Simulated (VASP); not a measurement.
Here is a VASP 6.6.1 calculation.

The input INCAR:

```
SYSTEM = K2S
ALGO = Normal
EDIFF = 1E-6
ENCUT = 500
GGA = PE
GGA_COMPAT = .FALSE.
ISIF = 2
ISMEAR = 0
LASPH = .TRUE.
LCHARG = .FALSE.
LREAL = .FALSE.
LWAVE = .FALSE.
NBANDS = 19
NELM = 120
PREC = Accurate
SIGMA = 0.01
```

The input KPOINTS:

```
k-points
0
G
  4 4 4
  0 0 0
```

Contents of POSCAR:

```
K2S
1.0
    0.0000000000      3.7027568507      3.7027568507
    3.7027568507      0.0000000000      3.7027568507
    3.7027568507      3.7027568507      0.0000000000
S K
1 2
Direct
    0.0000000000      0.0000000000      0.0000000000
    0.2500000000      0.2500000000      0.2500000000
    0.7500000000      0.7500000000      0.7500000000
```

Potentials or basis: VASP PAW PBE potentials, release 64 (S, K_sv).

Run with:

```console
$ cat potpaw_PBE.64/S/POTCAR potpaw_PBE.64/K_sv/POTCAR > POTCAR
$ mpirun -np 1 vasp_std > vasp.out
```

**Question.** Predict the pressure.

**Answer.** 0.5 GPa.

**Question.** What does it give for the band gap on the k mesh?

**Answer.** 2.38 eV, indirect (least direct gap 2.57 eV).

A k mesh can miss the band edges.
